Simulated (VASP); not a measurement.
# TiNi (Pm-3m) in VASP: notebook, part 3 of 4

VASP 6.6.1.

## 4. Single point, r2SCAN (12.55 Å³/atom)

This run uses another cell than the first one, of 12.55 Å³/atom.

POSCAR reads:

```
TiNi
1.0
    2.9275753109      0.0000000000      0.0000000000
    0.0000000000      2.9275753109      0.0000000000
    0.0000000000      0.0000000000      2.9275753109
Ti Ni
1 1
Direct
    0.5000000000      0.5000000000      0.5000000000
    0.0000000000      0.0000000000      0.0000000000
```

INCAR.step1 reads:

```
  ALGO = Normal
  EDIFF = 1E-4
  ENCUT = 520
  GGA = PE
  ISMEAR = 0
  LASPH = T
  LCHARG = F
  LREAL = F
  LWAVE = T
  NBANDS = 18
  NELM = 80
  PREC = Accurate
  SIGMA = 0.1
```

INCAR.step2 reads:

```
  ALGO = Normal
  EDIFF = 1E-7
  ENCUT = 520
  ISIF = 2
  ISMEAR = 0
  ISTART = 1
  LASPH = T
  LCHARG = F
  LMIXTAU = T
  LREAL = F
  LWAVE = F
  METAGGA = R2SCAN
  NBANDS = 18
  NELM = 80
  PREC = Accurate
  SIGMA = 0.1
```

KPOINTS reads:

```
k-points
0
Gamma
  14 14 14
```

Potentials or basis: VASP PAW PBE potentials, release 64 (Ti_sv, Ni).

Launch:

```bash
$ cat potpaw_PBE.64/Ti_sv/POTCAR potpaw_PBE.64/Ni/POTCAR > POTCAR
$ cp INCAR.step1 INCAR
$ mpirun -np 1 vasp_std > vasp.out
$ cp INCAR.step2 INCAR
$ mpirun -np 1 vasp_std > vasp.out
```

OUTCAR:

```text
EDIFF = 1E-7
   ENCUT = 520
   ISIF = 2
   ISMEAR = 0
   ISTART = 1
   LASPH = T
   LREAL = F
   METAGGA = R2SCAN
   NELM = 80
   PREC = Accurate

 ion  position               nearest neighbor table
   1  0.500  0.500  0.500-   2 2.54   2 2.54   2 2.54   2 2.54   2 2.54   2 2.54   2 2.54   2 2.54

   2  0.000  0.000  0.000-   1 2.54   1 2.54   1 2.54   1 2.54   1 2.54   1 2.54   1 2.54   1 2.54

  LATTYP: Found a simple cubic cell.
 ALAT       =     2.9275753109

  Lattice vectors:

 A1 = (   2.9275753109,   0.0000000000,   0.0000000000)
 A2 = (   0.0000000000,   2.9275753109,   0.0000000000)
 A3 = (   0.0000000000,   0.0000000000,   2.9275753109)

Analysis of symmetry for initial positions (statically):
=====================================================================
 Subroutine PRICEL returns:
 Original cell was already a primitive cell.

 Routine SETGRP: Setting up the symmetry group for a
 simple cubic supercell.

 Subroutine GETGRP returns: Found 48 space group operations
 (whereof 48 operations were pure point group operations)
 out of a pool of 48 trial point group operations.

The static configuration has the point symmetry O_h .

Analysis of symmetry for dynamics (positions and initial velocities):
=====================================================================
 Subroutine PRICEL returns:
 Original cell was already a primitive cell.

 Routine SETGRP: Setting up the symmetry group for a
 simple cubic supercell.

 Subroutine GETGRP returns: Found 48 space group operations
 (whereof 48 operations were pure point group operations)
 out of a pool of 48 trial point group operations.

The dynamic configuration has the point symmetry O_h .

 Subroutine INISYM returns: Found 48 space group operations
 (whereof 48 operations are pure point group operations),
 and found     1 'primitive' translations

----------------------------------------------------------------------------------------

                                     Primitive cell

  volume of cell :      25.0914

  direct lattice vectors                    reciprocal lattice vectors
     2.927575311  0.000000000  0.000000000     0.341579599  0.000000000  0.000000000
     0.000000000  2.927575311  0.000000000     0.000000000  0.341579599  0.000000000
     0.000000000  0.000000000  2.927575311     0.000000000  0.000000000  0.341579599

  length of vectors
     2.927575311  2.927575311  2.927575311     0.341579599  0.341579599  0.341579599

  position of ions in fractional coordinates (direct lattice)
     0.500000000  0.500000000  0.500000000
     0.000000000  0.000000000  0.000000000

  ion indices of the primitive-cell ions
   primitive index   ion index
                 1           1
                 2           2

----------------------------------------------------------------------------------------

 KPOINTS: k-points

Automatic generation of k-mesh.
 Grid dimensions read from file:
 generate k-points for:   14   14   14

 Generating k-lattice:

  Cartesian coordinates                     Fractional coordinates (reciprocal lattice)
     0.024398543  0.000000000  0.000000000     0.071428571  0.000000000  0.000000000
     0.000000000  0.024398543  0.000000000     0.000000000  0.071428571  0.000000000
     0.000000000  0.000000000  0.024398543     0.000000000  0.000000000  0.071428571

  Length of vectors
     0.024398543  0.024398543  0.024398543

  Shift w.r.t. Gamma in fractional coordinates (k-lattice)
     0.000000000  0.000000000  0.000000000

 Subroutine IBZKPT returns following result:
 ===========================================

 Found    120 irreducible k-points:

 Following reciprocal coordinates:
            Coordinates               Weight
  0.000000  0.000000  0.000000      1.000000
  0.071429  0.000000  0.000000      6.000000
  0.142857  0.000000  0.000000      6.000000
  0.214286  0.000000  0.000000      6.000000
  0.285714  0.000000  0.000000      6.000000
  0.357143  0.000000  0.000000      6.000000
[... 16 lines left out ...]
  0.285714  0.214286  0.000000     24.000000
  0.357143  0.214286  0.000000     24.000000
 [... further k-points ...]
   k-points           NKPTS =    120   k-points in BZ     NKDIM =    120   number of bands    NBANDS=     18
   number of dos      NEDOS =    301   number of ions     NIONS =      2
   total plane-waves  NPLWV =  13824
   dimension x,y,z NGX =    24 NGY =   24 NGZ =   24
   dimension x,y,z NGXF=    48 NGYF=   48 NGZF=   48
   ions per type =               1   1
   NGX,Y,Z   is equivalent  to a cutoff of  13.63, 13.63, 13.63 a.u.
   NGXF,Y,Z  is equivalent  to a cutoff of  27.26, 27.26, 27.26 a.u.
 SYSTEM =  unknown system
   PREC   = accura    normal or accurate (medium, high low for compatibility)
   ISTART =      1    job   : 0-new  1-cont  2-samecut
   ICHARG =      0    charge: 1-file 2-atom 10-const
   ISPIN  =      1    spin polarized calculation?
   LNONCOLLINEAR =      F non collinear calculations
   LSORBIT =      F    spin-orbit coupling
   LASPH  =      T    aspherical Exc in radial PAW
   ENCUT  =  520.0 eV  38.22 Ry    6.18 a.u.   5.44  5.44  5.44*2*pi/ulx,y,z
   NELM   =     80;   NELMIN=  2; NELMDL=  0     # of ELM steps
   EDIFF  = 0.1E-06   stopping-criterion for ELM
   LREAL  =      F    real-space projection
   EDIFFG = 0.1E-05   stopping-criterion for IOM
   NSW    =      0    number of steps for IOM
   IBRION =     -1    ionic relax: 0-MD 1-quasi-New 2-CG
   NFREE  =      0    steps in history (QN), initial steepest desc. (CG)
   ISIF   =      2    stress and relaxation
   ISYM   =      2    0-nonsym 1-usesym 2-fastsym
   POTIM  = 0.5000    time-step for ionic-motion
   TEBEG  =    0.0;   TEEND  =   0.0 temperature during run
   PSTRESS=    0.0 pullay stress
   NELECT =      22.0000    total number of electrons
   NUPDOWN=      -1.0000    fix difference up-down
   EMIN   =  10.00;   EMAX   =-10.00  energy-range for DOS
   EFERMI =   0.00;   METHOD = LEGACY
   ISMEAR =     0;   SIGMA  =   0.10  broadening in eV -4-tet -1-fermi 0-gaus
   EFERMI_NEDOS =   21; number of points for ismear=-14 and -15
   IALGO  =     38    algorithm
   IMIX   =      4    mixing-type and parameters
     AMIX     =   0.40;   BMIX     =  1.00
     AMIX_MAG =   1.60;   BMIX_MAG =  1.00
  volume/ion in A,a.u.               =      12.55        84.66
  Fermi-wavevector in a.u.,A,eV,Ry     =   1.566899  2.961010 33.404646  2.455172
  Thomas-Fermi vector in A             =   2.669159
   LORBIT       =      0    0 simple, 1 ext, 2 COOP (PROOUT), +10 PAW based schemes
   METAGGA = R2SCAN    functional components
   LHFCALC =     F    Hartree Fock is set to
   AEXX    =    0.0000 exact exchange contribution
   IVDW    =     0    specifies the selected vdW correction
   LEPSILON=     F    determine dielectric tensor
   LRPA    =     F    only Hartree local field effects (RPA)
 non-spin polarized calculation
 Gauss-broadening in eV      SIGMA  =   0.10
  energy-cutoff  :      520.00
  volume of cell :       25.09
 maximum number of plane-waves:       695
 NGX is ok and might be reduce to    24
   NGX = 11   NGY = 11   NGZ = 11

 number of electron      22.0000003 magnetization

 Free energy of the ion-electron system (eV)
  ---------------------------------------------------
  ext. energy  EPLUGINS =         0.00000000
  ---------------------------------------------------
  free energy    TOTEN  =       -25.51473973 eV

  energy without entropy =      -25.50229059  energy(sigma->0) =      -25.50851516

 E-fermi :  10.4129     XC(G=0): -13.9242

 val. band max:       10.4123137684   @ k =   0.3571   0.2143   0.2143
 cond. band min:      10.4139712348   @ k =   0.2857   0.0714   0.0714
 fundamental gap:      0.0016574663
 Fermi energy:        10.4129260008

 k-point     1 :       0.0000    0.0000    0.0000
  band No.  band energies     occupation
      1     -49.0752      2.00000
      2     -24.1055      2.00000
      3     -24.1055      2.00000
      4     -24.1055      2.00000
      5       1.8630      2.00000
      6       5.9876      2.00000
[... 10 lines left out ...]
     17      19.9138      0.00000
     18      19.9138      0.00000

 k-point     2 :       0.0714    0.0000    0.0000
  band No.  band energies     occupation
      1     -49.0731      2.00000
      2     -24.1248      2.00000
      3     -24.1040      2.00000
      4     -24.1040      2.00000
      5       1.9730      2.00000
      6       6.0332      2.00000
[... 10 lines left out ...]
     17      20.1748      0.00000
     18      20.1748      0.00000
[... 442 lines left out ...]
 k-point    24 :       0.3571    0.2143    0.0000
  band No.  band energies     occupation
      1     -49.0256      2.00000
      2     -24.3937      2.00000
      3     -24.2205      2.00000
      4     -24.0681      2.00000
      5       4.8413      2.00000
      6       6.5659      2.00000
[... 10 lines left out ...]
     17      20.5502      0.00000
     18      24.8682      0.00000

 [... further k-points ...]
[... 5 lines left out ...]
  --------------------------------------------------------------------------------------
  -------------------------------------------------------------------------------------
  Total        2.0049661      2.0049661      2.0049661     -0.0000000     -0.0000000     -0.0000000
  in kB      128.0245865    128.0245865    128.0245865     -0.0000000     -0.0000000     -0.0000000
  external PRESSURE =     128.0245865 kB  Pullay stress =       0.0000000 kB

 VOLUME and BASIS-vectors are now :
 -----------------------------------------------------------------------------
  energy-cutoff  :      520.00
  volume of cell :       25.09
      direct lattice vectors                 reciprocal lattice vectors
     2.927575311  0.000000000  0.000000000     0.341579599  0.000000000  0.000000000
     0.000000000  2.927575311  0.000000000     0.000000000  0.341579599  0.000000000
     0.000000000  0.000000000  2.927575311     0.000000000  0.000000000  0.341579599

 POSITION                                       TOTAL-FORCE (eV/Angst)
 -----------------------------------------------------------------------------------
      1.46379      1.46379      1.46379         0.000000      0.000000      0.000000
      0.00000      0.00000      0.00000         0.000000      0.000000      0.000000
 -----------------------------------------------------------------------------------
    total drift:                                0.000000      0.000000     -0.000000

  FREE ENERGIE OF THE ION-ELECTRON SYSTEM (eV)
  ---------------------------------------------------
  free  energy   TOTEN  =       -25.5147397285 eV

  energy  without entropy=      -25.5022905893  energy(sigma->0) =      -25.50851516
```

OUTCAR.step1:

```text
EDIFF = 1E-4
   ENCUT = 520
   GGA = PE
   ISMEAR = 0
   LASPH = T
[... 726 lines left out ...]
 -----------------------------------------------------------------------------------
      1.46379      1.46379      1.46379         0.000000      0.000000      0.000000
      0.00000      0.00000      0.00000         0.000000      0.000000      0.000000
 -----------------------------------------------------------------------------------
    total drift:                                0.000000      0.000000     -0.000000

  FREE ENERGIE OF THE ION-ELECTRON SYSTEM (eV)
  ---------------------------------------------------
  free  energy   TOTEN  =       -13.9252901672 eV

  energy  without entropy=      -13.9109307351  energy(sigma->0) =      -13.91811045
```

OSZICAR.step1:

```text
N       E                     dE             d eps       ncg     rms          rms(c)
DAV:   1     0.166947471963E+03    0.16695E+03   -0.10986E+04  4456   0.163E+03
DAV:   2    -0.188706462707E+01   -0.16883E+03   -0.16431E+03  4400   0.356E+02
DAV:   3    -0.155265933778E+02   -0.13640E+02   -0.13419E+02  6672   0.977E+01
DAV:   4    -0.161227260608E+02   -0.59613E+00   -0.59051E+00  5190   0.165E+01
DAV:   5    -0.161427147528E+02   -0.19989E-01   -0.19984E-01  5202   0.288E+00    0.139E+01
DAV:   6    -0.145075667317E+02    0.16351E+01   -0.11489E+01  4786   0.518E+01    0.727E+00
DAV:   7    -0.152420323424E+02   -0.73447E+00   -0.11055E+01  5416   0.430E+01    0.154E+01
DAV:   8    -0.139227180478E+02    0.13193E+01   -0.77753E+00  5308   0.297E+01    0.160E+00
DAV:   9    -0.139443475062E+02   -0.21629E-01   -0.21997E-01  6266   0.573E+00    0.178E+00
DAV:  10    -0.139255350963E+02    0.18812E-01   -0.65428E-02  5830   0.352E+00    0.331E-01
DAV:  11    -0.139254418102E+02    0.93286E-04   -0.25816E-03  5292   0.503E-01    0.138E-01
DAV:  12    -0.139252888230E+02    0.15299E-03   -0.53464E-04  4490   0.234E-01    0.199E-02
DAV:  13    -0.139252901672E+02   -0.13442E-05   -0.34985E-05  2420   0.626E-02
   1 F= -.13925290E+02 E0= -.13918110E+02  d E =-.143594E-01
```

It took 3.7 min on 1 thread of Intel Xeon 8259CL, shared host; peak memory 0.19 GiB.

What came out:

* Free energy: -25.5147 eV
* Pressure: 12.8 GPa
* Band gap on the k mesh: zero (bands 11 and 12 overlap by 1.96 eV)

Caveat: the cell stands under pressure; the PAW data sets were made with another functional, which shifts forces and pressure a little.

(Part 3 of 4 ends here.)
